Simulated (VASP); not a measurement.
# BiIr (F-43m) in VASP: further runs, part 2 of 2

VASP 6.6.1.

## 4. Single point, PBE (volume scaled by 0.960)

The input, INCAR:

```
ALGO = Normal
EDIFF = 1E-6
ENCUT = 500
GGA = PE
GGA_COMPAT = F
ISIF = 2
ISMEAR = 0
LASPH = T
LCHARG = F
LREAL = F
LWAVE = F
NBANDS = 19
NELM = 120
PREC = Accurate
SIGMA = 0.05
```

The input, KPOINTS:

```
k-points
0
Gamma
  10 10 10
```

The input, POSCAR:

```
BiIr
1.0
    0.0000000000      3.0260194989      3.0260194989
    3.0260194989      0.0000000000      3.0260194989
    3.0260194989      3.0260194989      0.0000000000
Ir Bi
1 1
Direct
    0.0000000000      0.0000000000      0.0000000000
    0.2500000000      0.2500000000      0.2500000000
```

Potentials or basis: VASP PAW PBE potentials, release 64 (Ir, Bi_d).

Run with:

```bash
> cat potpaw_PBE.64/Ir/POTCAR potpaw_PBE.64/Bi_d/POTCAR > POTCAR
> mpirun -np 1 vasp_std > vasp.out
```

OUTCAR:

```text
EDIFF = 1E-6
   ENCUT = 500
   GGA = PE
   ISIF = 2
   ISMEAR = 0
   LASPH = T
   LREAL = F
   NELM = 120
   PREC = Accurate

 ion  position               nearest neighbor table
   1  0.000  0.000  0.000-   2 2.62   2 2.62   2 2.62   2 2.62
   2  0.250  0.250  0.250-   1 2.62   1 2.62   1 2.62   1 2.62

  LATTYP: Found a face centered cubic cell.
 ALAT       =     6.0520389978

  Lattice vectors:

 A1 = (   0.0000000000,   3.0260194989,   3.0260194989)
 A2 = (   3.0260194989,   0.0000000000,   3.0260194989)
 A3 = (   3.0260194989,   3.0260194989,   0.0000000000)

Analysis of symmetry for initial positions (statically):
=====================================================================
 Subroutine PRICEL returns:
 Original cell was already a primitive cell.

 Routine SETGRP: Setting up the symmetry group for a
 face centered cubic supercell.

 Subroutine GETGRP returns: Found 24 space group operations
 (whereof 24 operations were pure point group operations)
 out of a pool of 48 trial point group operations.

The static configuration has the point symmetry T_d .

Analysis of symmetry for dynamics (positions and initial velocities):
=====================================================================
 Subroutine PRICEL returns:
 Original cell was already a primitive cell.

 Routine SETGRP: Setting up the symmetry group for a
 face centered cubic supercell.

 Subroutine GETGRP returns: Found 24 space group operations
 (whereof 24 operations were pure point group operations)
 out of a pool of 48 trial point group operations.

The dynamic configuration has the point symmetry T_d .

 Subroutine INISYM returns: Found 24 space group operations
 (whereof 24 operations are pure point group operations),
 and found     1 'primitive' translations

[... 102 lines left out ...]
   POTIM  = 0.5000    time-step for ionic-motion
   TEBEG  =    0.0;   TEEND  =   0.0 temperature during run
   PSTRESS=    0.0 pullay stress
   NELECT =      24.0000    total number of electrons
   NUPDOWN=      -1.0000    fix difference up-down
   EMIN   =  10.00;   EMAX   =-10.00  energy-range for DOS
   EFERMI =   0.00;   METHOD = LEGACY
   ISMEAR =     0;   SIGMA  =   0.05  broadening in eV -4-tet -1-fermi 0-gaus
   EFERMI_NEDOS =   21; number of points for ismear=-14 and -15
   IALGO  =     38    algorithm
   IMIX   =      4    mixing-type and parameters
     AMIX     =   0.40;   BMIX     =  1.00
     AMIX_MAG =   1.60;   BMIX_MAG =  1.00
  volume/ion in A,a.u.               =      27.71       186.99
  Fermi-wavevector in a.u.,A,eV,Ry     =   1.238597  2.340610 20.873020  1.534124
  Thomas-Fermi vector in A             =   2.373116
   LORBIT       =      0    0 simple, 1 ext, 2 COOP (PROOUT), +10 PAW based schemes
   GGA     = PE    functional components
   LHFCALC =     F    Hartree Fock is set to
   AEXX    =    0.0000 exact exchange contribution
   IVDW    =     0    specifies the selected vdW correction
   LEPSILON=     F    determine dielectric tensor
   LRPA    =     F    only Hartree local field effects (RPA)
 non-spin polarized calculation
 Gauss-broadening in eV      SIGMA  =   0.05
  energy-cutoff  :      500.00
  volume of cell :       55.42
 maximum number of plane-waves:      1422
   NGX = 15   NGY = 15   NGZ = 15

 number of electron      23.9999997 magnetization

 Free energy of the ion-electron system (eV)
  ---------------------------------------------------
  ext. energy  EPLUGINS =         0.00000000
  ---------------------------------------------------
  free energy    TOTEN  =       -11.41103052 eV

  energy without entropy =      -11.40941107  energy(sigma->0) =      -11.41022080

 E-fermi :   5.6683     XC(G=0): -10.1188

 val. band max:        5.6677606523   @ k =   0.4000   0.3000   0.1000
 cond. band min:       5.6717292011   @ k =   0.5000   0.5000   0.0000
 fundamental gap:      0.0039685488
 Fermi energy:         5.6682635862

 k-point     1 :       0.0000    0.0000    0.0000
  band No.  band energies     occupation
      1     -16.9699      2.00000
      2     -16.9699      2.00000
      3     -16.9699      2.00000
      4     -16.9207      2.00000
      5     -16.9207      2.00000
      6      -6.5074      2.00000
[... 505 lines left out ...]
      6      -5.4416      2.00000
[... 11 lines left out ...]
     18      16.5717      0.00000
     19      17.7579      0.00000

 [... further k-points ...]
[... 5 lines left out ...]
  --------------------------------------------------------------------------------------
  -------------------------------------------------------------------------------------
  Total        1.3662000      1.3662000      1.3662000     -0.0000000     -0.0000000     -0.0000000
  in kB       39.4984184     39.4984184     39.4984184     -0.0000000     -0.0000000     -0.0000000
  external PRESSURE =      39.4984184 kB  Pullay stress =       0.0000000 kB

 VOLUME and BASIS-vectors are now :
 -----------------------------------------------------------------------------
  energy-cutoff  :      500.00
  volume of cell :       55.42
      direct lattice vectors                 reciprocal lattice vectors
     0.000000000  3.026019499  3.026019499    -0.165233568  0.165233568  0.165233568
     3.026019499  0.000000000  3.026019499     0.165233568 -0.165233568  0.165233568
     3.026019499  3.026019499  0.000000000     0.165233568  0.165233568 -0.165233568

 POSITION                                       TOTAL-FORCE (eV/Angst)
 -----------------------------------------------------------------------------------
      0.00000      0.00000      0.00000        -0.000000     -0.000000     -0.000000
      1.51301      1.51301      1.51301         0.000000      0.000000      0.000000
 -----------------------------------------------------------------------------------
    total drift:                                0.000000      0.000000      0.000000

  FREE ENERGIE OF THE ION-ELECTRON SYSTEM (eV)
  ---------------------------------------------------
  free  energy   TOTEN  =       -11.4110305234 eV

  energy  without entropy=      -11.4094110692  energy(sigma->0) =      -11.41022080
```

OSZICAR:

```text
N       E                     dE             d eps       ncg     rms          rms(c)
DAV:   1     0.231917237940E+03    0.23192E+03   -0.11981E+04  1794   0.139E+03
DAV:   2     0.532566835776E+01   -0.22659E+03   -0.21917E+03  1792   0.388E+02
DAV:   3    -0.110591416504E+02   -0.16385E+02   -0.16246E+02  2087   0.117E+02
DAV:   4    -0.115034302062E+02   -0.44429E+00   -0.44394E+00  2113   0.199E+01
DAV:   5    -0.115206097115E+02   -0.17180E-01   -0.17179E-01  2486   0.369E+00    0.605E+00
DAV:   6    -0.114450449903E+02    0.75565E-01   -0.12212E-01  2176   0.367E+00    0.301E+00
DAV:   7    -0.114162119752E+02    0.28833E-01   -0.61426E-02  2404   0.245E+00    0.123E+00
DAV:   8    -0.114108609970E+02    0.53510E-02   -0.25904E-02  1981   0.150E+00    0.153E-01
DAV:   9    -0.114109441272E+02   -0.83130E-04   -0.17160E-03  2282   0.479E-01    0.459E-02
DAV:  10    -0.114110143058E+02   -0.70179E-04   -0.99231E-05  1965   0.984E-02    0.215E-02
DAV:  11    -0.114110302197E+02   -0.15914E-04   -0.16941E-05  1956   0.320E-02    0.325E-03
DAV:  12    -0.114110305234E+02   -0.30372E-06   -0.10277E-06  1959   0.685E-03
   1 F= -.11411031E+02 E0= -.11410221E+02  d E =-.161945E-02
```

It took 19 s on 1 thread of AMD EPYC 9R45 (Zen 5), shared host; peak memory 0.17 GiB.

What came out:

| Quantity | Value |
| --- | --- |
| Free energy | -11.4110 eV |
| Pressure | 3.9 GPa |
| Band gap on the k mesh | zero (band 12 reaches 8.14 eV, above the bottom of band 13 at 5.08 eV) |

Levels at points of the mesh, in eV from the Fermi level:
| k point | band 8 | band 9 | band 10 | band 11 | band 12 | band 13 | band 14 | band 15 | band 16 | band 17 |
| --- | --- | --- | --- | --- | --- | --- | --- | --- | --- | --- |
| (0.00, 0.00, 0.00) | -3.53 | -3.53 | -1.62 | -1.62 | 2.47 | 5.08 | 5.08 | 5.08 | 6.84 | 6.84 |
| (0.50, 0.00, 0.00) | -3.23 | -3.23 | -1.55 | -1.55 | -1.38 | 2.61 | 2.61 | 3.87 | 8.10 | 8.30 |
| (0.50, 0.50, 0.00) | -2.38 | -2.38 | -1.76 | -1.53 | -1.32 | 0.00 | 0.00 | 5.03 | 5.41 | 12.70 |

Caveat: spin-orbit coupling is left out, which moves the levels of the heavy elements.

## 5. Single point, PBE (volume scaled by 0.980)

The input, INCAR:

```
SYSTEM = BiIr
PREC = Accurate
ENCUT = 500
EDIFF = 1E-6
ISMEAR = 0
SIGMA = 0.05
LREAL = .FALSE.
LASPH = .TRUE.
NELM = 120
ALGO = Normal
ISIF = 2
LWAVE = .FALSE.
LCHARG = .FALSE.
GGA = PE
NBANDS = 19
GGA_COMPAT = .FALSE.
```

The input, KPOINTS:

```
Automatic mesh
0
G
  10 10 10
  0 0 0
```

The input, POSCAR:

```
BiIr
1.0
    0.0000000000      3.0468892584      3.0468892584
    3.0468892584      0.0000000000      3.0468892584
    3.0468892584      3.0468892584      0.0000000000
Ir Bi
1 1
Direct
    0.0000000000      0.0000000000      0.0000000000
    0.2500000000      0.2500000000      0.2500000000
```

Run with:

```bash
> cat potpaw_PBE.64/Ir/POTCAR potpaw_PBE.64/Bi_d/POTCAR > POTCAR
> mpirun -np 1 vasp_std > vasp.out
```

Wall time 20 s (1 thread of AMD EPYC 9R45 (Zen 5), shared host); peak memory 0.17 GiB.

It converged, with:

```yaml
Free_energy: -11.4325 eV
Pressure: 1.9 GPa
Band_gap_on_the_k_mesh: zero (band 12 reaches 7.80 eV, above the bottom of band 13 at 4.87 eV)
```

Levels at points of the mesh, in eV from the Fermi level:
```tsv
k point	band 8	band 9	band 10	band 11	band 12	band 13	band 14	band 15	band 16	band 17
(0.00, 0.00, 0.00)	-3.44	-3.44	-1.57	-1.57	2.36	4.95	4.95	4.95	6.78	6.78
(0.50, 0.00, 0.00)	-3.15	-3.15	-1.50	-1.50	-1.34	2.56	2.56	3.78	8.06	8.20
(0.50, 0.50, 0.00)	-2.32	-2.32	-1.69	-1.47	-1.30	0.03	0.03	4.95	5.35	12.48
```

Caveat: spin-orbit coupling is left out, which moves the levels of the heavy elements.

## 6. Overview

| cell | gap on the mesh (eV) | pressure (GPa) |
| --- | --- | --- |
| a = 4.245 Å, angles 60.0°, 2 atoms | none | 6.6 |
| a = 4.257 Å, angles 60.0°, 2 atoms | none | 5.7 |
| a = 4.279 Å, angles 60.0°, 2 atoms | none | 3.9 |
| a = 4.309 Å, angles 60.0°, 2 atoms | none | 1.9 |

Alike in all rows: task single point; level PBE; potentials or basis VASP PAW PBE potentials, release 64 (Ir, Bi_d); no spin polarisation; k mesh 10 × 10 × 10; cutoff (eV) 500; smearing gaussian 0.05 eV.

Caveats: spin-orbit coupling is left out, which moves the levels of the heavy elements.

Total energies depend on the potentials used, so only differences within one code and one set of settings carry meaning.
